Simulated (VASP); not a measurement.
# ZnO (P6_3mc) in VASP: notebook

The runs below take ZnO through single point, with PBEsol.

Everything below comes from runs of VASP 6.6.1. Logs are shortened: lines on timing, memory, paths and dates and some standing lists are left out, and cuts for length are marked.

## Step 1: The cell of the first run

It takes space group P6_3mc (No. 186, hexagonal). Conventional cell: a = 3.139 Å, b = 3.139 Å, c = 5.068 Å, α = 90.00°, β = 90.00°, γ = 120.00°. Zn (site symmetry 3m) has 4 O at 1.91 to 1.92 Å within 2.5 Å. Within 2.5 Å of O (site symmetry 3m) lie 4 Zn at 1.91 to 1.92 Å.

## Step 2: Single point, PBEsol

INCAR

```
SYSTEM = ZnO
ALGO = Normal
EDIFF = 1E-6
ENCUT = 520
GGA = PS
ISIF = 2
ISMEAR = 0
LASPH = .True.
LCHARG = .False.
LREAL = .False.
LWAVE = .False.
NBANDS = 26
NELM = 80
PREC = Accurate
SIGMA = 0.01
```

KPOINTS

```
k-points
0
Gamma
  8 8 4
  0 0 0
```

POSCAR

```
ZnO
1.0
    3.1390868346      0.0000000000      0.0000000000
   -1.5695434173      2.7185289435      0.0000000000
    0.0000000000      0.0000000000      5.0679599720
Zn O
2 2
Direct
    0.3333333333      0.6666666667      0.5001232090
    0.6666666667      0.3333333333      0.0001232090
    0.6666666667      0.3333333333      0.3788867910
    0.3333333333      0.6666666667      0.8788867910
```

Potentials or basis: VASP PAW PBE potentials, release 64 (Zn, O).

Run with:

```sh
> cat potpaw_PBE.64/Zn/POTCAR potpaw_PBE.64/O/POTCAR > POTCAR
> mpirun -np 1 vasp_std > vasp.out
```

OUTCAR:

```text
SYSTEM = ZnO
   EDIFF = 1E-6
   ENCUT = 520
   GGA = PS
   ISIF = 2
   ISMEAR = 0
   LASPH = .True.
   LREAL = .False.
   NELM = 80
   PREC = Accurate

 ion  position               nearest neighbor table
   1  0.333  0.667  0.500-   3 1.91   3 1.91   3 1.91   4 1.92
   2  0.667  0.333  0.000-   4 1.91   4 1.91   4 1.91   3 1.92
   3  0.667  0.333  0.379-   1 1.91   1 1.91   1 1.91   2 1.92
   4  0.333  0.667  0.879-   2 1.91   2 1.91   2 1.91   1 1.92

  LATTYP: Found a hexagonal cell.
 ALAT       =     3.1390868346
 C/A-ratio  =     1.6144695063

  Lattice vectors:

 A1 = (   3.1390868346,   0.0000000000,   0.0000000000)
 A2 = (  -1.5695434173,   2.7185289435,   0.0000000000)
 A3 = (   0.0000000000,   0.0000000000,   5.0679599720)

Analysis of symmetry for initial positions (statically):
=====================================================================
 Subroutine PRICEL returns:
 Original cell was already a primitive cell.

 Routine SETGRP: Setting up the symmetry group for a
 hexagonal supercell.

 Subroutine GETGRP returns: Found 12 space group operations
 (whereof  6 operations were pure point group operations)
 out of a pool of 24 trial point group operations.

The static configuration has the point symmetry C_3v.
 The point group associated with its full space group is C_6v.

Analysis of symmetry for dynamics (positions and initial velocities):
=====================================================================
 Subroutine PRICEL returns:
 Original cell was already a primitive cell.

 Routine SETGRP: Setting up the symmetry group for a
 hexagonal supercell.

 Subroutine GETGRP returns: Found 12 space group operations
 (whereof  6 operations were pure point group operations)
 out of a pool of 24 trial point group operations.

The dynamic configuration has the point symmetry C_3v.
 The point group associated with its full space group is C_6v.

 Subroutine INISYM returns: Found 12 space group operations
 (whereof  6 operations are pure point group operations),
 and found     1 'primitive' translations

----------------------------------------------------------------------------------------

                                     Primitive cell

  volume of cell :      43.2484

  direct lattice vectors                    reciprocal lattice vectors
     3.139086835  0.000000000  0.000000000     0.318563981  0.183923000  0.000000000
    -1.569543417  2.718528943  0.000000000     0.000000000  0.367846001  0.000000000
     0.000000000  0.000000000  5.067959972     0.000000000  0.000000000  0.197318054

  length of vectors
     3.139086835  3.139086835  5.067959972     0.367846001  0.367846001  0.197318054

  position of ions in fractional coordinates (direct lattice)
     0.333333333  0.666666667  0.500123209
     0.666666667  0.333333333  0.000123209
     0.666666667  0.333333333  0.378886791
     0.333333333  0.666666667  0.878886791

  ion indices of the primitive-cell ions
   primitive index   ion index
                 1           1
                 2           2
                 3           3
                 4           4

----------------------------------------------------------------------------------------

 KPOINTS: k-points

Automatic generation of k-mesh.
 Grid dimensions read from file:
 generate k-points for:    8    8    4

 Generating k-lattice:

  Cartesian coordinates                     Fractional coordinates (reciprocal lattice)
     0.039820498  0.022990375  0.000000000     0.125000000  0.000000000  0.000000000
     0.000000000  0.045980750  0.000000000     0.000000000  0.125000000  0.000000000
     0.000000000  0.000000000  0.049329514     0.000000000  0.000000000  0.250000000

  Length of vectors
     0.045980750  0.045980750  0.049329514

  Shift w.r.t. Gamma in fractional coordinates (k-lattice)
     0.000000000  0.000000000  0.000000000

 Subroutine IBZKPT returns following result:
 ===========================================

 Found     30 irreducible k-points:

 Following reciprocal coordinates:
            Coordinates               Weight
  0.000000  0.000000  0.000000      1.000000
  0.125000  0.000000  0.000000      6.000000
  0.250000  0.000000  0.000000      6.000000
  0.375000  0.000000  0.000000      6.000000
  0.500000  0.000000  0.000000      3.000000
  0.125000  0.125000  0.000000      6.000000
[... 16 lines left out ...]
  0.250000  0.000000  0.500000      6.000000
  0.375000  0.000000  0.500000      6.000000
 [... further k-points ...]
   k-points           NKPTS =     30   k-points in BZ     NKDIM =     30   number of bands    NBANDS=     26
   number of dos      NEDOS =    301   number of ions     NIONS =      4
   total plane-waves  NPLWV =  23040
   dimension x,y,z NGX =    24 NGY =   24 NGZ =   40
   dimension x,y,z NGXF=    48 NGYF=   48 NGZF=   80
   ions per type =               2   2
   NGX,Y,Z   is equivalent  to a cutoff of  12.71, 12.71, 13.12 a.u.
   NGXF,Y,Z  is equivalent  to a cutoff of  25.42, 25.42, 26.24 a.u.
 SYSTEM =  ZnO
   PREC   = accura    normal or accurate (medium, high low for compatibility)
   ISTART =      0    job   : 0-new  1-cont  2-samecut
   ICHARG =      2    charge: 1-file 2-atom 10-const
   ISPIN  =      1    spin polarized calculation?
   LNONCOLLINEAR =      F non collinear calculations
   LSORBIT =      F    spin-orbit coupling
   LASPH  =      T    aspherical Exc in radial PAW
   ENCUT  =  520.0 eV  38.22 Ry    6.18 a.u.   5.84  5.84  9.42*2*pi/ulx,y,z
   NELM   =     80;   NELMIN=  2; NELMDL= -5     # of ELM steps
   EDIFF  = 0.1E-05   stopping-criterion for ELM
   LREAL  =      F    real-space projection
   EDIFFG = 0.1E-04   stopping-criterion for IOM
   NSW    =      0    number of steps for IOM
   IBRION =     -1    ionic relax: 0-MD 1-quasi-New 2-CG
   NFREE  =      0    steps in history (QN), initial steepest desc. (CG)
   ISIF   =      2    stress and relaxation
   ISYM   =      2    0-nonsym 1-usesym 2-fastsym
   POTIM  = 0.5000    time-step for ionic-motion
   TEBEG  =    0.0;   TEEND  =   0.0 temperature during run
   PSTRESS=    0.0 pullay stress
   NELECT =      36.0000    total number of electrons
   NUPDOWN=      -1.0000    fix difference up-down
   EMIN   =  10.00;   EMAX   =-10.00  energy-range for DOS
   EFERMI =   0.00;   METHOD = LEGACY
   ISMEAR =     0;   SIGMA  =   0.01  broadening in eV -4-tet -1-fermi 0-gaus
   EFERMI_NEDOS =   21; number of points for ismear=-14 and -15
   IALGO  =     38    algorithm
   IMIX   =      4    mixing-type and parameters
     AMIX     =   0.40;   BMIX     =  1.00
     AMIX_MAG =   1.60;   BMIX_MAG =  1.00
  volume/ion in A,a.u.               =      10.81        72.96
  Fermi-wavevector in a.u.,A,eV,Ry     =   1.539993  2.910165 32.267298  2.371579
  Thomas-Fermi vector in A             =   2.646143
   LORBIT       =      0    0 simple, 1 ext, 2 COOP (PROOUT), +10 PAW based schemes
   GGA     = PS    functional components
   LHFCALC =     F    Hartree Fock is set to
   AEXX    =    0.0000 exact exchange contribution
   IVDW    =     0    specifies the selected vdW correction
   LEPSILON=     F    determine dielectric tensor
   LRPA    =     F    only Hartree local field effects (RPA)
 non-spin polarized calculation
 Gauss-broadening in eV      SIGMA  =   0.01
  energy-cutoff  :      520.00
  volume of cell :       43.25
 maximum number of plane-waves:      1184
 NGX is ok and might be reduce to    24
   NGX = 11   NGY = 11   NGZ = 19

 number of electron      35.9999960 magnetization

 Free energy of the ion-electron system (eV)
  ---------------------------------------------------
  ext. energy  EPLUGINS =         0.00000000
  ---------------------------------------------------
  free energy    TOTEN  =       -19.20890902 eV

  energy without entropy =      -19.20890902  energy(sigma->0) =      -19.20890902

 E-fermi :   2.0359     XC(G=0): -11.7107

 val. band max:        1.9840917621   @ k =   0.0000   0.0000   0.0000
 cond. band min:       2.7945009951   @ k =   0.0000   0.0000   0.0000
 fundamental gap:      0.8104092330
 Fermi energy:         2.0358711994

 k-point     1 :       0.0000    0.0000    0.0000
  band No.  band energies     occupation
      1     -16.9046      2.00000
      2     -16.0045      2.00000
      3      -4.5565      2.00000
      4      -4.2733      2.00000
      5      -4.2733      2.00000
      6      -4.2221      2.00000
[... 18 lines left out ...]
     25      16.6769      0.00000
     26      16.6769      0.00000

 k-point     2 :       0.1250    0.0000    0.0000
  band No.  band energies     occupation
      1     -16.7997      2.00000
      2     -15.9577      2.00000
      3      -4.4605      2.00000
      4      -4.3480      2.00000
      5      -4.2170      2.00000
      6      -4.1683      2.00000
[... 18 lines left out ...]
     25      16.6429      0.00000
     26      16.8822      0.00000

 k-point     3 :       0.2500    0.0000    0.0000
  band No.  band energies     occupation
      1     -16.5275      2.00000
      2     -15.8527      2.00000
      3      -4.6622      2.00000
      4      -4.2421      2.00000
      5      -4.0945      2.00000
      6      -4.0305      2.00000
[... 18 lines left out ...]
     25      15.8027      0.00000
     26      16.7129      0.00000

 k-point     4 :       0.3750    0.0000    0.0000
  band No.  band energies     occupation
      1     -16.2107      2.00000
      2     -15.7756      2.00000
      3      -4.7569      2.00000
      4      -4.3791      2.00000
      5      -4.0026      2.00000
      6      -3.7934      2.00000
[... 18 lines left out ...]
     25      15.6893      0.00000
     26      16.7299      0.00000
[... 496 lines left out ...]
      1     -16.3905      2.00000
      2     -16.3905      2.00000
      3      -4.6837      2.00000
      4      -4.6837      2.00000
      5      -4.1477      2.00000
      6      -4.1477      2.00000
[... 18 lines left out ...]
     25      15.7027      0.00000
     26      15.7027      0.00000

 k-point    23 :       0.2500    0.0000    0.5000
  band No.  band energies     occupation
      1     -16.1918      2.00000
      2     -16.1918      2.00000
      3      -4.8132      2.00000
      4      -4.8132      2.00000
      5      -3.9995      2.00000
      6      -3.9995      2.00000
[... 18 lines left out ...]
     25      15.9896      0.00000
     26      15.9896      0.00000

 k-point    24 :       0.3750    0.0000    0.5000
  band No.  band energies     occupation
      1     -15.9846      2.00000
      2     -15.9846      2.00000
      3      -4.9078      2.00000
      4      -4.9078      2.00000
      5      -3.8005      2.00000
      6      -3.8005      2.00000
[... 18 lines left out ...]
     25      16.1390      0.00000
     26      16.1390      0.00000

 [... further k-points ...]

------------------------ aborting loop because EDIFF is reached ----------------------------------------

  FORCE on cell =-STRESS in cart. coord.  units (eV):
  Direction    XX          YY          ZZ          XY          YZ          ZX
  --------------------------------------------------------------------------------------
  -------------------------------------------------------------------------------------
  Total        4.4107978      4.4107978      4.4184048      0.0000000      0.0000000      0.0000000
  in kB      163.4019605    163.4019605    163.6837699      0.0000000      0.0000000      0.0000000
  external PRESSURE =     163.4958969 kB  Pullay stress =       0.0000000 kB

 VOLUME and BASIS-vectors are now :
 -----------------------------------------------------------------------------
  energy-cutoff  :      520.00
  volume of cell :       43.25
      direct lattice vectors                 reciprocal lattice vectors
     3.139086835  0.000000000  0.000000000     0.318563981  0.183923000  0.000000000
    -1.569543417  2.718528943  0.000000000     0.000000000  0.367846001  0.000000000
     0.000000000  0.000000000  5.067959972     0.000000000  0.000000000  0.197318054

 POSITION                                       TOTAL-FORCE (eV/Angst)
 -----------------------------------------------------------------------------------
     -0.00000      1.81235      2.53460         0.000000     -0.000000      0.000915
      1.56954      0.90618      0.00062        -0.000000      0.000000      0.000915
      1.56954      0.90618      1.92018         0.000000     -0.000000     -0.000915
     -0.00000      1.81235      4.45416        -0.000000      0.000000     -0.000915
 -----------------------------------------------------------------------------------
    total drift:                               -0.000000     -0.000001     -0.000076

  FREE ENERGIE OF THE ION-ELECTRON SYSTEM (eV)
  ---------------------------------------------------
  free  energy   TOTEN  =       -19.2089090245 eV

  energy  without entropy=      -19.2089090245  energy(sigma->0) =      -19.20890902
```

Wall time 16 s (1 thread of Intel Xeon Platinum 8559C (Emerald Rapids), shared host); peak memory 0.17 GiB.

What came out:

| Property | Result |
| --- | --- |
| Free energy | -19.2089 eV |
| Pressure | 16.3 GPa |
| Band gap on the k mesh | 0.81 eV |

Levels at points of the mesh, in eV from the valence-band top:
```tsv
k point	band 14	band 15	band 16	band 17	band 18	band 19	band 20	band 21	band 22	band 23
(0.00, 0.00, 0.00)	-0.92	-0.92	-0.12	0.00	0.00	0.81	5.46	8.38	13.26	13.26
(0.50, 0.00, 0.00)	-3.85	-3.14	-2.61	-1.47	-0.97	6.09	6.81	7.51	9.08	10.97
(0.00, 0.00, 0.50)	-2.34	-0.46	-0.46	-0.46	-0.46	3.57	3.57	10.29	10.29	13.56
(0.50, 0.00, 0.50)	-3.98	-1.73	-1.73	-1.58	-1.58	5.70	5.70	8.89	8.89	11.53
```

Caveat: the cell stands under pressure; the PAW data sets were made with another functional, which shifts forces and pressure a little.

## Step 3: Single point, PBEsol

This run uses another cell than the first one, of 11.09 Å³/atom.

INCAR

```
SYSTEM = ZnO
PREC = Accurate
ENCUT = 520
EDIFF = 1E-6
ISMEAR = 0
SIGMA = 0.01
LREAL = .FALSE.
LASPH = .TRUE.
NELM = 60
ALGO = Normal
ISIF = 2
LWAVE = .FALSE.
LCHARG = .FALSE.
GGA = PS
NBANDS = 26
```

KPOINTS

```
Automatic mesh
0
G
  8 8 4
  0 0 0
```

POSCAR

```
ZnO
1.0
    3.1655873454      0.0000000000      0.0000000000
   -1.5827936727      2.7414790590      0.0000000000
    0.0000000000      0.0000000000      5.1107356917
Zn O
2 2
Direct
    0.3333333333      0.6666666667      0.5000973895
    0.6666666667      0.3333333333      0.0000973895
    0.6666666667      0.3333333333      0.3789126105
    0.3333333333      0.6666666667      0.8789126105
```

Potentials or basis: VASP PAW PBE potentials, release 64 (Zn, O).

Run with:

```sh
> cat potpaw_PBE.64/Zn/POTCAR potpaw_PBE.64/O/POTCAR > POTCAR
> mpirun -np 1 vasp_std > vasp.out
```

OUTCAR:

```text
SYSTEM = ZnO
   PREC = Accurate
   ENCUT = 520
   EDIFF = 1E-6
   ISMEAR = 0
   LREAL = .FALSE.
   LASPH = .TRUE.
   NELM = 60
   ISIF = 2
   GGA = PS

 ion  position               nearest neighbor table
   1  0.333  0.667  0.500-   3 1.93   3 1.93   3 1.93   4 1.94
   2  0.667  0.333  0.000-   4 1.93   4 1.93   4 1.93   3 1.94
   3  0.667  0.333  0.379-   1 1.93   1 1.93   1 1.93   2 1.94
   4  0.333  0.667  0.879-   2 1.93   2 1.93   2 1.93   1 1.94

  LATTYP: Found a hexagonal cell.
 ALAT       =     3.1655873454
 C/A-ratio  =     1.6144668063
[... 896 lines left out ...]
  Direction    XX          YY          ZZ          XY          YZ          ZX
  --------------------------------------------------------------------------------------
  -------------------------------------------------------------------------------------
  Total        3.1019328      3.1019328      3.0986297      0.0000000     -0.0000000      0.0000000
  in kB      112.0521787    112.0521787    111.9328622      0.0000000     -0.0000000      0.0000000
  external PRESSURE =     112.0124066 kB  Pullay stress =       0.0000000 kB

 VOLUME and BASIS-vectors are now :
 -----------------------------------------------------------------------------
  energy-cutoff  :      520.00
  volume of cell :       44.35
      direct lattice vectors                 reciprocal lattice vectors
     3.165587345  0.000000000  0.000000000     0.315897144  0.182383301  0.000000000
    -1.582793673  2.741479059  0.000000000     0.000000000  0.364766602  0.000000000
     0.000000000  0.000000000  5.110735692     0.000000000  0.000000000  0.195666546

 POSITION                                       TOTAL-FORCE (eV/Angst)
 -----------------------------------------------------------------------------------
     -0.00000      1.82765      2.55587         0.000000     -0.000000      0.001230
      1.58279      0.91383      0.00050        -0.000000      0.000000      0.001230
      1.58279      0.91383      1.93652         0.000000     -0.000000     -0.001230
     -0.00000      1.82765      4.49189        -0.000000      0.000000     -0.001230
 -----------------------------------------------------------------------------------
    total drift:                                0.000000      0.000001     -0.000147

  FREE ENERGIE OF THE ION-ELECTRON SYSTEM (eV)
  ---------------------------------------------------
  free  energy   TOTEN  =       -19.3055387304 eV

  energy  without entropy=      -19.3055387304  energy(sigma->0) =      -19.30553873
```

It took 16 s on 1 thread of Intel Xeon Platinum 8559C (Emerald Rapids), shared host; peak memory 0.17 GiB.

What came out:

```
Free energy            : -19.3055 eV
Pressure               : 11.2 GPa
Band gap on the k mesh : 0.77 eV
```

Levels at points of the mesh, in eV from the valence-band top:
| k point | band 16 | band 17 | band 18 | band 19 | band 20 | band 21 |
| --- | --- | --- | --- | --- | --- | --- |
| (0.00, 0.00, 0.00) | -0.11 | 0.00 | 0.00 | 0.77 | 5.37 | 8.30 |
| (0.50, 0.00, 0.00) | -2.52 | -1.43 | -0.94 | 5.98 | 6.79 | 7.49 |
| (0.00, 0.00, 0.50) | -0.44 | -0.44 | -0.44 | 3.52 | 3.52 | 10.19 |
| (0.50, 0.00, 0.50) | -1.68 | -1.53 | -1.53 | 5.66 | 5.66 | 8.75 |

Caveat: the cell stands under pressure; semilocal functionals underestimate gaps, and a narrow one can read as zero; the PAW data sets were made with another functional, which shifts forces and pressure a little.
